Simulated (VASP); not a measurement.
# Co (Pm-3m) in VASP: a series of runs

Co is run at these levels: PBE; tasks: single point.

Program: VASP 6.6.1. These are calculated values, not measurements. Logs are shortened: lines on timing, memory, paths and dates and some standing lists are left out, and cuts for length are marked.

## 1. The cell of the first run

The structure is cubic, space group Pm-3m (No. 221). The conventional cell has a = 1.793 Å, b = 1.793 Å, c = 1.793 Å, α = 90.00°, β = 90.00°, γ = 90.00°. Co (site symmetry m-3m) has 6 Co at 1.79 Å within 2.4 Å.

## 2. Single point, PBE, collinear spin, ferromagnetic start (volume scaled by 0.45, level accurate)

Input file INCAR:

```
SYSTEM = Co
ALGO = Normal
EDIFF = 1E-6
ENCUT = 520
GGA = PE
ISIF = 2
ISMEAR = -1
ISPIN = 2
LASPH = .TRUE.
LCHARG = .FALSE.
LMAXMIX = 4
LORBIT = 11
LREAL = .FALSE.
LWAVE = .FALSE.
MAGMOM = 1.7
NBANDS = 14
NELM = 150
PREC = Accurate
SIGMA = 0.05
```

Input file KPOINTS:

```
k-points
0
G
  17 17 17
  0 0 0
```

Input file POSCAR:

```
Co
1.0
    1.7932896884      0.0000000000      0.0000000000
    0.0000000000      1.7932896884      0.0000000000
    0.0000000000      0.0000000000      1.7932896884
Co
1
Direct
    0.0000000000      0.0000000000      0.0000000000
```

Potentials or basis: VASP PAW PBE potentials, release 64 (Co).

Launch:

```
$ cat potpaw_PBE.64/Co/POTCAR > POTCAR
$ mpirun -np 1 vasp_std > vasp.out
```

OUTCAR:

```text
SYSTEM = Co
   EDIFF = 1E-6
   ENCUT = 520
   GGA = PE
   ISIF = 2
   ISMEAR = -1
   ISPIN = 2
   LASPH = .TRUE.
   LORBIT = 11
   LREAL = .FALSE.
   NELM = 150
   PREC = Accurate

 ion  position               nearest neighbor table
   1  0.000  0.000  0.000-

  LATTYP: Found a simple cubic cell.
 ALAT       =     1.7932896884

  Lattice vectors:

 A1 = (   1.7932896884,   0.0000000000,   0.0000000000)
 A2 = (   0.0000000000,   1.7932896884,   0.0000000000)
 A3 = (   0.0000000000,   0.0000000000,   1.7932896884)

Analysis of symmetry for initial positions (statically):
=====================================================================
 Subroutine PRICEL returns:
 Original cell was already a primitive cell.

 Routine SETGRP: Setting up the symmetry group for a
 simple cubic supercell.

 Subroutine GETGRP returns: Found 48 space group operations
 (whereof 48 operations were pure point group operations)
 out of a pool of 48 trial point group operations.

The static configuration has the point symmetry O_h .

Analysis of symmetry for dynamics (positions and initial velocities):
=====================================================================
 Subroutine PRICEL returns:
 Original cell was already a primitive cell.

 Routine SETGRP: Setting up the symmetry group for a
 simple cubic supercell.

 Subroutine GETGRP returns: Found 48 space group operations
 (whereof 48 operations were pure point group operations)
 out of a pool of 48 trial point group operations.

The dynamic configuration has the point symmetry O_h .

Analysis of structural, dynamic, and magnetic symmetry:
=====================================================================
 Subroutine PRICEL returns:
 Original cell was already a primitive cell.

 Routine SETGRP: Setting up the symmetry group for a
 simple cubic supercell.

 Subroutine GETGRP returns: Found 48 space group operations
 (whereof 48 operations were pure point group operations)
 out of a pool of 48 trial point group operations.

The overall configuration has the point symmetry O_h .

 Subroutine INISYM returns: Found 48 space group operations
 (whereof 48 operations are pure point group operations),
 and found     1 'primitive' translations

----------------------------------------------------------------------------------------

                                     Primitive cell

  volume of cell :       5.7670

  direct lattice vectors                    reciprocal lattice vectors
     1.793289688  0.000000000  0.000000000     0.557634389  0.000000000  0.000000000
[... 117 lines left out ...]
  volume of cell :        5.77
 maximum number of plane-waves:       171
 NGX is ok and might be reduce to    14

 number of electron       9.0000013 magnetization      -0.0023063

 number of electron       9.0000013 magnetization       0.0018957

 Free energy of the ion-electron system (eV)
  ---------------------------------------------------
  ext. energy  EPLUGINS =         0.00000000
  ---------------------------------------------------
  free energy    TOTEN  =         0.44920410 eV

  energy without entropy =        0.45769022  energy(sigma->0) =        0.45344716

 E-fermi :  23.9931     XC(G=0): -17.4270

 val. band max:       23.9921005961   @ k =   0.4118   0.1765   0.1176
 cond. band min:      23.9933354771   @ k =   0.1765   0.0588   0.0588
 fundamental gap:      0.0012348810
 Fermi energy:        23.9930756188

 spin component 1

 k-point     1 :       0.0000    0.0000    0.0000
  band No.  band energies     occupation
      1      10.6117      1.00000
      2      14.3832      1.00000
      3      14.3832      1.00000
      4      25.3402      0.00000
      5      25.3402      0.00000
      6      25.3402      0.00000
      7      54.5721      0.00000
      8      54.5721      0.00000
      9      54.5721      0.00000
     10      61.0401      0.00000
     11      62.5584      0.00000
     12      62.5584      0.00000
     13      71.7261      0.00000
     14      82.4682      0.00000
[... 379 lines left out ...]
      3      17.9072      1.00000
      4      21.4794      1.00000
      5      24.5251      0.00002
      6      25.2042      0.00000
      7      35.9328      0.00000
      8      53.4370      0.00000
      9      61.0463      0.00000
     10      61.6725      0.00000
     11      65.2992      0.00000
     12      68.1596      0.00000
     13      70.8279      0.00000
     14      74.7123      0.00000

 [... further k-points ...]

 spin component 2

 k-point     1 :       0.0000    0.0000    0.0000
  band No.  band energies     occupation
      1      10.6120      1.00000
      2      14.3851      1.00000
      3      14.3851      1.00000
      4      25.3423      0.00000
      5      25.3423      0.00000
      6      25.3423      0.00000
      7      54.5727      0.00000
      8      54.5727      0.00000
      9      54.5727      0.00000
     10      61.0437      0.00000
     11      62.5590      0.00000
     12      62.5590      0.00000
     13      71.7254      0.00000
     14      82.4706      0.00000
[... 379 lines left out ...]
      3      17.9084      1.00000
      4      21.4814      1.00000
      5      24.5260      0.00002
      6      25.2063      0.00000
      7      35.9344      0.00000
      8      53.4373      0.00000
      9      61.0490      0.00000
     10      61.6738      0.00000
     11      65.3005      0.00000
     12      68.1606      0.00000
     13      70.8285      0.00000
     14      74.7127      0.00000

 [... further k-points ...]
[... 5 lines left out ...]
  --------------------------------------------------------------------------------------
  -------------------------------------------------------------------------------------
  Total       23.0262908     23.0262908     23.0262908      0.0000000      0.0000000      0.0000000
  in kB     6397.1010954   6397.1010954   6397.1010954      0.0000000      0.0000000      0.0000000
  external PRESSURE =    6397.1010954 kB  Pullay stress =       0.0000000 kB

 VOLUME and BASIS-vectors are now :
 -----------------------------------------------------------------------------
  energy-cutoff  :      520.00
  volume of cell :        5.77
      direct lattice vectors                 reciprocal lattice vectors
     1.793289688  0.000000000  0.000000000     0.557634389  0.000000000  0.000000000
     0.000000000  1.793289688  0.000000000     0.000000000  0.557634389  0.000000000
     0.000000000  0.000000000  1.793289688     0.000000000  0.000000000  0.557634389

 POSITION                                       TOTAL-FORCE (eV/Angst)
 -----------------------------------------------------------------------------------
      0.00000      0.00000      0.00000         0.000000      0.000000      0.000000
 -----------------------------------------------------------------------------------
    total drift:                                0.000000      0.000000     -0.000000

  FREE ENERGIE OF THE ION-ELECTRON SYSTEM (eV)
  ---------------------------------------------------
  free  energy   TOTEN  =         0.4492041013 eV

  energy  without entropy=        0.4576902196  energy(sigma->0) =        0.45344716

 total charge

# of ion       s       p       d       tot
------------------------------------------
    1        0.890   1.166   8.533  10.589

 magnetization (x)

# of ion       s       p       d       tot
------------------------------------------
    1        0.000   0.000   0.001   0.001
```

OSZICAR:

```text
N       E                     dE             d eps       ncg     rms          rms(c)
DAV:   1     0.353873110281E+02    0.35387E+02   -0.35878E+03 10210   0.879E+02
DAV:   2     0.128031372998E+01   -0.34107E+02   -0.32066E+02 10200   0.166E+02
DAV:   3     0.346489433663E+00   -0.93382E+00   -0.93102E+00 11874   0.276E+01
DAV:   4     0.343394361141E+00   -0.30951E-02   -0.30949E-02 10362   0.153E+00
DAV:   5     0.343384684126E+00   -0.96770E-05   -0.96760E-05 11730   0.815E-02    0.308E+01
DAV:   6     0.324345015019E+00   -0.19040E-01   -0.87722E-02 11506   0.305E+00    0.185E+01
DAV:   7     0.433692450084E+00    0.10935E+00   -0.17025E-01 11874   0.495E+00    0.112E+01
DAV:   8     0.454314363043E+00    0.20622E-01   -0.12503E-02 12110   0.950E-01    0.186E+00
DAV:   9     0.450191957287E+00   -0.41224E-02   -0.77750E-03 11716   0.113E+00    0.348E-01
DAV:  10     0.449209824829E+00   -0.98213E-03   -0.78927E-04 12438   0.300E-01    0.133E-01
DAV:  11     0.449201403630E+00   -0.84212E-05   -0.44735E-05 10906   0.942E-02    0.469E-02
DAV:  12     0.449203808396E+00    0.24048E-05   -0.68538E-06 11958   0.275E-02    0.131E-02
DAV:  13     0.449204101332E+00    0.29294E-06   -0.82586E-07  8168   0.135E-02
   1 F= 0.44920410E+00 E0= 0.45344716E+00  d E =-.848612E-02  mag=     0.0004
```

stdout:

```text
POSCAR found type information on POSCAR Co
 POSCAR found :  1 types and       1 ions
 scaLAPACK will be used
 LDA part: xc-table for (Slater+PW92), standard interpolation
 POSCAR, INCAR and KPOINTS ok, starting setup
 FFT: planning ... GRIDC
 FFT: planning ... GRID_SOFT
 FFT: planning ... GRID
 WAVECAR not read
 entering main loop
```

Wall time 17 s (1 thread of AMD EPYC 7R13 (Zen 3), shared host); peak memory 0.09 GiB.

The run converged, but its numbers aren't listed here, since they failed a check.

Caveat: the cell differs from its parent crystal (volume scaled by 0.45, level accurate); the starting moments collapsed, and a magnetic state may lie lower.

## 3. Single point, PBE, collinear spin, ferromagnetic start (volume scaled by 0.52)

Input file INCAR:

```
  PREC = Accurate
  ENCUT = 520
  EDIFF = 1E-6
  ISMEAR = -1
  SIGMA = 0.05
  LREAL = F
  LASPH = T
  NELM = 150
  ALGO = Normal
  ISIF = 2
  LWAVE = F
  LCHARG = F
  ISPIN = 2
  MAGMOM = 1.7
  LORBIT = 11
  LMAXMIX = 4
  GGA = PE
  NBANDS = 14
```

Input file KPOINTS:

```
regular mesh
0
Gamma
  17 17 17
```

Input file POSCAR:

```
Co
1.0
    1.8818314738      0.0000000000      0.0000000000
    0.0000000000      1.8818314738      0.0000000000
    0.0000000000      0.0000000000      1.8818314738
Co
1
Direct
    0.0000000000      0.0000000000      0.0000000000
```

Potentials or basis: VASP PAW PBE potentials, release 64 (Co).

Launch:

```
$ cat potpaw_PBE.64/Co/POTCAR > POTCAR
$ mpirun -np 1 vasp_std > vasp.out
```

It took 17 s on 1 thread of AMD EPYC 7R13 (Zen 3), shared host; peak memory 0.1 GiB.

Results (log left out):

```
Free energy : -2.3442 eV
Pressure    : 380.7 GPa
Net moment  : 0.00 μB per cell
```

Levels at points of the mesh, in eV from the Fermi level:
Spin up:
```
           k point  band 3  band 4  band 5  band 6  band 7  band 8
(0.00, 0.00, 0.00)   -7.98    1.11    1.11    1.11   28.35   28.35
```
Spin down:
```
           k point  band 2  band 3  band 4  band 5  band 6  band 7  band 8  band 9
(0.00, 0.00, 0.00)   -7.98   -7.98    1.11    1.11    1.11   28.35   28.35   28.35
```

Caveat: the cell differs from its parent crystal (volume scaled by 0.52); the starting moments collapsed, and a magnetic state may lie lower.

## 4. Single point, PBE, collinear spin, ferromagnetic start (volume scaled by 0.6)

Changes to INCAR since step 3:

```diff
@@ -2,3 +2,3 @@
   ENCUT = 520
-  EDIFF = 1E-6
+  EDIFF = 1E-7
   ISMEAR = -1
```

KPOINTS is that of step 3.

Input file POSCAR:

```
Co
1.0
    1.9737706957      0.0000000000      0.0000000000
    0.0000000000      1.9737706957      0.0000000000
    0.0000000000      0.0000000000      1.9737706957
Co
1
Direct
    0.0000000000      0.0000000000      0.0000000000
```

Launch:

```
$ cat potpaw_PBE.64/Co/POTCAR > POTCAR
$ mpirun -np 1 vasp_std > vasp.out
```

Wall time 28 s (1 thread of AMD EPYC 7R13 (Zen 3), shared host); peak memory 0.11 GiB.

The run converged. Its results:

```yaml
Free_energy: -4.1831 eV
Pressure: 210.2 GPa
Net_moment: 0.01 μB per cell
```

Levels at points of the mesh, in eV from the Fermi level:
Spin up:
```tsv
k point	band 1	band 2	band 3	band 4	band 5	band 6	band 7	band 8	band 9	band 10
(0.00, 0.00, 0.00)	-11.30	-6.58	-6.58	0.91	0.91	0.91	26.20	26.20	26.20	32.05
```
Spin down:
| k point | band 3 | band 4 | band 5 | band 6 | band 7 | band 8 |
| --- | --- | --- | --- | --- | --- | --- |
| (0.00, 0.00, 0.00) | -6.57 | 0.93 | 0.93 | 0.93 | 26.21 | 26.21 |

Caveat: the cell differs from its parent crystal (volume scaled by 0.6); the starting moments collapsed, and a magnetic state may lie lower.

## 5. Single point, PBE, collinear spin, ferromagnetic start

Input file INCAR:

```
SYSTEM = Co
PREC = Accurate
ENCUT = 520
EDIFF = 1E-6
ISMEAR = -1
SIGMA = 0.05
LREAL = .FALSE.
LASPH = .TRUE.
NELM = 150
ALGO = Normal
ISIF = 2
LWAVE = .FALSE.
LCHARG = .TRUE.
ISPIN = 2
MAGMOM = 1.7
LORBIT = 11
LMAXMIX = 4
GGA = PE
LELF = .TRUE.
LVHAR = .TRUE.
NBANDS = 14
```

Input file KPOINTS:

```
regular mesh
0
G
  17 17 17
  0 0 0
```

Input file POSCAR:

```
Co
1.0
    2.0578604358      0.0000000000      0.0000000000
    0.0000000000      2.0578604358      0.0000000000
    0.0000000000      0.0000000000      2.0578604358
Co
1
Direct
    0.0000000000      0.0000000000      0.0000000000
```

Launch:

```
$ cat potpaw_PBE.64/Co/POTCAR > POTCAR
$ mpirun -np 1 vasp_std > vasp.out
```

Wall time 23 s (1 thread of AMD EPYC 7R13 (Zen 3), shared host); peak memory 0.11 GiB.

It converged, with:

| Quantity | Value |
| --- | --- |
| Free energy | -5.2047 eV |
| Pressure | 122.7 GPa |
| Net moment | 1.11 μB per cell |
| Site moments | Co +1.09 μB |

Levels at points of the mesh, in eV from the Fermi level:
Spin up:
```tsv
k point	band 1	band 2	band 3	band 4	band 5	band 6	band 7	band 8	band 9	band 10
(0.00, 0.00, 0.00)	-10.53	-5.96	-5.96	-0.03	-0.03	-0.03	24.16	24.16	24.16	29.41
```
Spin down:
```tsv
k point	band 1	band 2	band 3	band 4	band 5	band 6	band 7	band 8	band 9
(0.00, 0.00, 0.00)	-10.39	-5.27	-5.27	1.47	1.47	1.47	24.47	24.47	24.47
```

## 6. Single point, PBE, collinear spin, ferromagnetic start

This run uses another cell than the first one, of 8.71 Å³/atom, 1.511 times its volume.

Input file INCAR:

```
SYSTEM = Co
  PREC = Accurate
  ENCUT = 520
  EDIFF = 1E-6
  ISMEAR = -1
  SIGMA = 0.05
  LREAL = .FALSE.
  LASPH = .TRUE.
  NELM = 150
  ALGO = Normal
  ISIF = 2
  LWAVE = .FALSE.
  LCHARG = .TRUE.
  ISPIN = 2
  MAGMOM = 0.2
  LORBIT = 11
  LMAXMIX = 4
  GGA = PE
  LELF = .TRUE.
  LVHAR = .TRUE.
  NBANDS = 14
```

KPOINTS is that of step 5.

POSCAR is that of step 5.

Potentials or basis: VASP PAW PBE potentials, release 64 (Co).

Launch:

```
$ cat potpaw_PBE.64/Co/POTCAR > POTCAR
$ mpirun -np 1 vasp_std > vasp.out
```

Wall time 52 s (1 thread of AMD EPYC 7R13 (Zen 3), shared host); peak memory 0.11 GiB.

Results (log left out):

```
Free energy : -5.1894 eV
Pressure    : 113.1 GPa
Net moment  : 0.00 μB per cell
```

Levels at points of the mesh, in eV from the Fermi level:
Spin up:
| k point | band 3 | band 4 | band 5 | band 6 | band 7 | band 8 |
| --- | --- | --- | --- | --- | --- | --- |
| (0.00, 0.00, 0.00) | -5.53 | 0.77 | 0.77 | 0.77 | 24.41 | 24.41 |
Spin down:
| k point | band 2 | band 3 | band 4 | band 5 | band 6 | band 7 | band 8 | band 9 |
| --- | --- | --- | --- | --- | --- | --- | --- | --- |
| (0.00, 0.00, 0.00) | -5.53 | -5.53 | 0.77 | 0.77 | 0.77 | 24.41 | 24.41 | 24.41 |
